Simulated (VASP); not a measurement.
# In (Im-3m) in VASP: notebook

In is run at these levels: PBE+D3(BJ), PBEsol, LDA; tasks: elastic constants, single point.

Program: VASP 6.6.1. These are calculated values, not measurements. Logs are shortened: lines on timing, memory, paths and dates and some standing lists are left out, and cuts for length are marked.

**1. The cell of the first run**

The structure is cubic, space group Im-3m (No. 229). Conventional cell: a = 3.765 Å, b = 3.765 Å, c = 3.765 Å, α = 90.00°, β = 90.00°, γ = 90.00°. Within 4.3 Å of In (site symmetry m-3m) lie 14 In at 3.26 to 3.77 Å.

This isn't the form of In at room conditions, which is tetragonal.

**2. Elastic constants, PBE+D3(BJ)**

INCAR

```
SYSTEM = In
PREC = Accurate
ENCUT = 500
EDIFF = 1E-8
ISMEAR = -1
SIGMA = 0.15
LREAL = .False.
LASPH = .True.
NELM = 120
ALGO = Normal
ISIF = 3
LWAVE = .False.
LCHARG = .True.
GGA = PE
IVDW = 12
NBANDS = 12
IBRION = 6
NFREE = 2
POTIM = 0.015
NSW = 1
GGA_COMPAT = .False.
```

KPOINTS

```
regular mesh
0
Gamma
  6 6 6
  0 0 0
```

POSCAR

```
In
1.0
   -1.8825252400      1.8825252400      1.8825252400
    1.8825252400     -1.8825252400      1.8825252400
    1.8825252400      1.8825252400     -1.8825252400
In
1
Direct
    0.0000000000      0.0000000000      0.0000000000
```

Potentials or basis: VASP PAW PBE potentials, release 64 (In_d).

Command:

```sh
> cat potpaw_PBE.64/In_d/POTCAR > POTCAR
> mpirun -np 1 vasp_std > vasp.out
```

OUTCAR:

```text
SYSTEM = In
   PREC = Accurate
   ENCUT = 500
   EDIFF = 1E-8
   ISMEAR = -1
   LREAL = .False.
   LASPH = .True.
   NELM = 120
   ISIF = 3
   GGA = PE
   IVDW = 12
   IBRION = 6
   NFREE = 2
   POTIM = 0.015
   NSW = 1
 IVDW          = 12

 ion  position               nearest neighbor table
   1  0.000  0.000  0.000-

  LATTYP: Found a body centered cubic cell.
 ALAT       =     3.7650504800

  Lattice vectors:

 A1 = (  -1.8825252400,   1.8825252400,   1.8825252400)
 A2 = (   1.8825252400,  -1.8825252400,   1.8825252400)
 A3 = (   1.8825252400,   1.8825252400,  -1.8825252400)

Analysis of symmetry for initial positions (statically):
=====================================================================
 Subroutine PRICEL returns:
 Original cell was already a primitive cell.

 Routine SETGRP: Setting up the symmetry group for a
 body centered cubic supercell.

 Subroutine GETGRP returns: Found 48 space group operations
 (whereof 48 operations were pure point group operations)
 out of a pool of 48 trial point group operations.

The static configuration has the point symmetry O_h .

Analysis of symmetry for dynamics (positions and initial velocities):
=====================================================================
 Subroutine PRICEL returns:
 Original cell was already a primitive cell.

 Routine SETGRP: Setting up the symmetry group for a
 body centered cubic supercell.

 Subroutine GETGRP returns: Found 48 space group operations
 (whereof 48 operations were pure point group operations)
 out of a pool of 48 trial point group operations.

The dynamic configuration has the point symmetry O_h .

 Subroutine INISYM returns: Found 48 space group operations
 (whereof 48 operations are pure point group operations),
 and found     1 'primitive' translations

----------------------------------------------------------------------------------------

[... 247 lines left out ...]

 number of electron      13.0000005 magnetization

------------------------ aborting loop because EDIFF is reached ----------------------------------------
[... 73 lines left out ...]
--------------------------------------- Ionic step       15  -------------------------------------------

 number of electron      13.0000004 magnetization

 Free energy of the ion-electron system (eV)
  ---------------------------------------------------
  ext. energy  EPLUGINS =         0.00000000
  ---------------------------------------------------
  free energy    TOTEN  =        -2.58694497 eV

  energy without entropy =       -2.55567968  energy(sigma->0) =       -2.57131232

 E-fermi :   7.0517     XC(G=0): -10.1649

 val. band max:        6.8072053978   @ k =   0.5000   0.5000   0.3333
 cond. band min:       7.2279600432   @ k =  -0.3333   0.5000   0.1667
 fundamental gap:      0.4207546453
 Fermi energy:         7.0517166075

 k-point     1 :       0.0000    0.0000    0.0000
  band No.  band energies     occupation
      1      -7.3742      2.00000
      2      -7.3742      2.00000
      3      -7.3742      2.00000
      4      -7.1103      2.00000
      5      -7.1103      2.00000
      6      -2.1064      2.00000
      7      18.1980      0.00000
      8      18.1980      0.00000
      9      18.1980      0.00000
     10      20.2453      0.00000
     11      20.2453      0.00000
     12      20.2453      0.00000
[... 255 lines left out ...]
  FREE ENERGIE OF THE ION-ELECTRON SYSTEM (eV)
  ---------------------------------------------------
  free  energy   TOTEN  =        -2.9178442325 eV

  energy  without entropy=       -2.8865789451  energy(sigma->0) =       -2.90221159

 INTERNAL STRAIN TENSORS FROM STRAINED CELLS
 ============================================

 INTERNAL STRAIN TENSOR FOR ION    1 for displacements in x,y,z  (eV/Angst):
          X           Y           Z          XY          YZ          ZX
  --------------------------------------------------------------------------------
  x     0.00000    -0.00000    -0.00000     0.00000    -0.00000     0.00000
  y     0.00000     0.00000     0.00000     0.00000     0.00000     0.00000
  z    -0.00000     0.00000     0.00000     0.00000     0.00000    -0.00000

 INTERNAL STRAIN TENSORS FROM DISPLACED ATOMS
 ============================================

 INTERNAL STRAIN TENSOR FOR ION    1 for displacements in x,y,z  (eV/Angst):
          X           Y           Z          XY          YZ          ZX
  --------------------------------------------------------------------------------
  x     0.00000     0.00000     0.00000     0.00000     0.00000     0.00000
  y     0.00000     0.00000     0.00000     0.00000     0.00000     0.00000
  z     0.00000     0.00000     0.00000     0.00000     0.00000     0.00000

 Eigenvectors and eigenvalues of the dynamical matrix
 ----------------------------------------------------

   1 f  =    0.000000 THz     0.000000 2PiTHz    0.000000 cm-1     0.000000 meV
             X         Y         Z           dx          dy          dz
      0.000000  0.000000  0.000000     0.747409   -0.664364    0.000000

   2 f  =    0.000000 THz     0.000000 2PiTHz    0.000000 cm-1     0.000000 meV
             X         Y         Z           dx          dy          dz
      0.000000  0.000000  0.000000    -0.664364   -0.747409    0.000000

   3 f  =    0.000000 THz     0.000000 2PiTHz    0.000000 cm-1     0.000000 meV
             X         Y         Z           dx          dy          dz
      0.000000  0.000000  0.000000     0.000000    0.000000    1.000000

--------------------------------------------------------------------------------------------------------

 ELASTIC MODULI CONTR FROM IONIC RELAXATION (kBar)
 Direction    XX          YY          ZZ          XY          YZ          ZX
 --------------------------------------------------------------------------------
 XX           0.0000      0.0000      0.0000      0.0000      0.0000      0.0000
 YY           0.0000      0.0000      0.0000      0.0000      0.0000      0.0000
 ZZ           0.0000      0.0000      0.0000      0.0000      0.0000      0.0000
 XY           0.0000      0.0000      0.0000      0.0000      0.0000      0.0000
 YZ           0.0000      0.0000      0.0000      0.0000      0.0000      0.0000
 ZX           0.0000      0.0000      0.0000      0.0000      0.0000      0.0000
 --------------------------------------------------------------------------------

 TOTAL ELASTIC MODULI (kBar)
 Direction    XX          YY          ZZ          XY          YZ          ZX
 --------------------------------------------------------------------------------
 XX         518.7513    298.4063    298.4063     -0.0000      0.0000      0.0000
 YY         298.4063    518.7513    298.4063      0.0000      0.0000     -0.0000
 ZZ         298.4063    298.4063    518.7513      0.0000      0.0000     -0.0000
 XY          -0.0000      0.0000      0.0000    387.1755      0.0000      0.0000
 YZ           0.0000      0.0000      0.0000      0.0000    387.1755      0.0000
 ZX           0.0000     -0.0000     -0.0000      0.0000      0.0000    387.1755
 --------------------------------------------------------------------------------
```

OSZICAR:

```text
N       E                     dE             d eps       ncg     rms          rms(c)
DAV:   1     0.779701819867E+02    0.77970E+02   -0.62599E+03   392   0.133E+03
DAV:   2     0.111583358207E+01   -0.76854E+02   -0.75346E+02   404   0.285E+02
DAV:   3    -0.252561858168E+01   -0.36415E+01   -0.36328E+01   452   0.639E+01
[... 177 lines left out ...]
DAV:   4    -0.258695159292E+01    0.39156E-05   -0.18885E-04   476   0.237E-01    0.177E-02
DAV:   5    -0.258694616985E+01    0.54231E-05   -0.12592E-05   472   0.634E-02    0.817E-03
DAV:   6    -0.258694481584E+01    0.13540E-05   -0.57901E-06   464   0.477E-02    0.238E-03
DAV:   7    -0.258694496342E+01   -0.14758E-06   -0.63364E-07   444   0.156E-02    0.248E-04
DAV:   8    -0.258694496856E+01   -0.51409E-08   -0.97820E-09   264   0.123E-03
  15 F= -.29178442E+01 E0= -.29022116E+01  d E =-.312653E-01
```

stdout:

```text
POSCAR found type information on POSCAR In
 POSCAR found :  1 types and       1 ions
 scaLAPACK will be used
 LDA part: xc-table for (Slater+PW92), standard interpolation
 POSCAR, INCAR and KPOINTS ok, starting setup
 FFT: planning ... GRIDC
 FFT: planning ... GRID_SOFT
 FFT: planning ... GRID
 WAVECAR not read
 entering main loop
 Found     1 degrees of freedom:
 Adding 6 more for cell shape distortion
 Finite differences POTIM= 0.01500 DOF=   7
 bond charge predicted
 Finite differences progress:
 bond charge predicted
 Finite differences progress:
 bond charge predicted
 Finite differences progress:
 bond charge predicted
 Finite differences progress:
 bond charge predicted
 Finite differences progress:
 bond charge predicted
 Finite differences progress:
 bond charge predicted
 Finite differences progress:
 bond charge predicted
 Finite differences progress:
 bond charge predicted
 Finite differences progress:
 bond charge predicted
 Finite differences progress:
 bond charge predicted
 Finite differences progress:
 bond charge predicted
 Finite differences progress:
 bond charge predicted
 Finite differences progress:
 bond charge predicted
 Finite differences progress:
```

It took 2 min on 1 thread of Intel Xeon Platinum 8259CL at 2.50GHz (Skylake/Cascade Lake), shared host; peak memory 0.17 GiB.

Results:

```yaml
Elastic_constants_C11_C12_C44: 52, 30, 39 GPa
Voigt_bulk_modulus: 37 GPa
Dispersion_energy_per_atom: -0.331 eV
```

Elastic tensor in Voigt notation (GPa, in the Cartesian axes of the cell as first typed):
```
52 30 30  0  0  0
30 52 30  0  0  0
30 30 52  0  0  0
 0  0  0 39  0  0
 0  0  0  0 39  0
 0  0  0  0  0 39
```

Clamped-ion elastic tensor (GPa):
```
52 30 30  0  0  0
30 52 30  0  0  0
30 30 52  0  0  0
 0  0  0 39  0  0
 0  0  0  0 39  0
 0  0  0  0  0 39
```

Caveat: the k points lie up to 0.39 Å⁻¹ apart; the cell is under stress, which shifts elastic constants; three body term missing; spin-orbit coupling is left out, which moves the levels of the heavy elements.

**3. Elastic constants, PBEsol**

INCAR

```
ALGO = Normal ; EDIFF = 1E-8
ENCUT = 600 ; GGA = PS
IBRION = 6 ; ISIF = 3
ISMEAR = -1 ; LASPH = True
LCHARG = False ; LREAL = False
LWAVE = False ; NELM = 60
NFREE = 2 ; NSW = 1
POTIM = 0.015 ; PREC = Accurate
SIGMA = 0.05
```

KPOINTS

```
k-points
0
Gamma
  8 8 8
```

POSCAR is that of step 2.

Potentials or basis: VASP PAW PBE potentials, release 64 (In_d).

Command:

```sh
> cat potpaw_PBE.64/In_d/POTCAR > POTCAR
> mpirun -np 1 vasp_std > vasp.out
```

Wall time 8.9 min (1 thread of AMD EPYC 7R13, shared host); peak memory 0.2 GiB.

The run converged. Its results:

```yaml
Elastic_constants_C11_C12_C44: -38, 76, -40 GPa
Voigt_bulk_modulus: 38 GPa
```

Elastic tensor in Voigt notation (GPa, in the Cartesian axes of the cell as first typed):
```
-38  76  76   0   0   0
 76 -38  76   0   0   0
 76  76 -38   0   0   0
  0   0   0 -40   0   0
  0   0   0   0 -40   0
  0   0   0   0   0 -40
```

Clamped-ion elastic tensor (GPa):
```
-38  76  76   0   0   0
 76 -38  76   0   0   0
 76  76 -38   0   0   0
  0   0   0 -40   0   0
  0   0   0   0 -40   0
  0   0   0   0   0 -40
```

Caveat: the cell is under stress, which shifts elastic constants; the elastic tensor has a negative eigenvalue, so either the cell is unstable as it stands or the mesh is too thin; the PAW data sets were made with another functional, which shifts forces and pressure a little; spin-orbit coupling is left out, which moves the levels of the heavy elements.

**4. Single point, LDA**

POSCAR is that of step 3.

INCAR.step1

```
SYSTEM = In
GGA = CA ; ISMEAR = 1
SIGMA = 0.1 ; LWAVE = .False.
LCHARG = .True. ; NBANDS = 20
PREC = Accurate ; LASPH = .True.
LREAL = .False. ; ALGO = Normal
EDIFF = 1E-6 ; NELM = 120
GGA_COMPAT = .False. ; ENCUT = 480
```

KPOINTS.step1

```
k-points
0
Gamma
  11 11 11
```

INCAR.step2

```
SYSTEM = In
GGA = CA ; ISMEAR = -5
LWAVE = .False. ; LCHARG = .False.
NBANDS = 20 ; PREC = Accurate
LASPH = .True. ; LREAL = .False.
ALGO = Normal ; EDIFF = 1E-6
NELM = 120 ; GGA_COMPAT = .False.
ENCUT = 480 ; NEDOS = 4001
LORBIT = 11 ; EMIN = -9.9645
EMAX = 15.0355 ; ICHARG = 11
```

KPOINTS.step2

```
Automatic mesh
0
Gamma
  30 30 30
  0 0 0
```

Potentials or basis: VASP PAW LDA potentials, release 64 (In_d).

Command:

```sh
> cat potpaw_LDA.64/In_d/POTCAR > POTCAR
> cp INCAR.step1 INCAR
> cp KPOINTS.step1 KPOINTS
> mpirun -np 1 vasp_std > vasp.out
> cp INCAR.step2 INCAR
> cp KPOINTS.step2 KPOINTS
> mpirun -np 1 vasp_std > vasp.out
```

Run time: 80 s. Hardware: 1 thread of Intel Xeon 6975P-C (Granite Rapids), shared host; peak memory 0.48 GiB.

The run converged. Its results:

```
Valence electrons inside the program's atomic spheres : In 11.35
Density of states at the Fermi level                  : 0.46 states/eV/atom
```

Levels at points of the mesh, in eV from the Fermi level:
```
           k point  band 2  band 3  band 4  band 5  band 6  band 7  band 8  band 9  band 10  band 11
(0.00, 0.00, 0.00)  -14.57  -14.57  -14.30  -14.30   -9.42   10.74   10.74   10.74    13.04    13.04
(0.50, 0.00, 0.00)  -14.60  -14.32  -14.30  -14.13   -3.98   -3.08    5.75    7.25    10.10    10.10
```

Caveat: spin-orbit coupling is left out, which moves the levels of the heavy elements; tetrahedron occupations give inexact forces and stress in metals.
